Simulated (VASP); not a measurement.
Input of a VASP 6.6.1 run:

POSCAR

```
Ru
1.0
    2.7043882243      0.0000000000      0.0000000000
   -1.3521941121      2.3420689039      0.0000000000
    0.0000000000      0.0000000000      4.2660975354
Ru
2
Direct
    0.3333333333      0.6666666667      0.2500000000
    0.6666666667      0.3333333333      0.7500000000
```

The input INCAR.step1:

```
PREC = Accurate
ENCUT = 620
ISMEAR = -1
SIGMA = 0.15
LREAL = F
LASPH = T
NELM = 120
NBANDS = 23
GGA = PE
ALGO = Normal
EDIFF = 1E-5
LWAVE = T
LCHARG = F
GGA_COMPAT = F
```

Contents of INCAR.step2:

```
PREC = Accurate
ENCUT = 620
EDIFF = 1E-6
ISMEAR = -1
SIGMA = 0.15
LREAL = F
LASPH = T
NELM = 120
ALGO = Normal
ISIF = 2
LWAVE = F
LCHARG = F
METAGGA = R2SCAN
LMIXTAU = T
NBANDS = 23
ISTART = 1
GGA_COMPAT = F
```

KPOINTS

```
regular mesh
0
Gamma
  18 18 10
```

Potentials or basis: VASP PAW PBE potentials, release 64 (Ru_sv).

Launch:

```console
$ cat potpaw_PBE.64/Ru_sv/POTCAR > POTCAR
$ cp INCAR.step1 INCAR
$ mpirun -np 1 vasp_std > vasp.out
$ cp INCAR.step2 INCAR
$ mpirun -np 1 vasp_std > vasp.out
```

Q: Predict the band gap on the k mesh.

A: Zero (bands 16 and 17 overlap by 3.28 eV).

Q: Predict the pressure.

A: 0.1 GPa.

Caveat: the PAW data sets were made with another functional, which shifts forces and pressure a little.
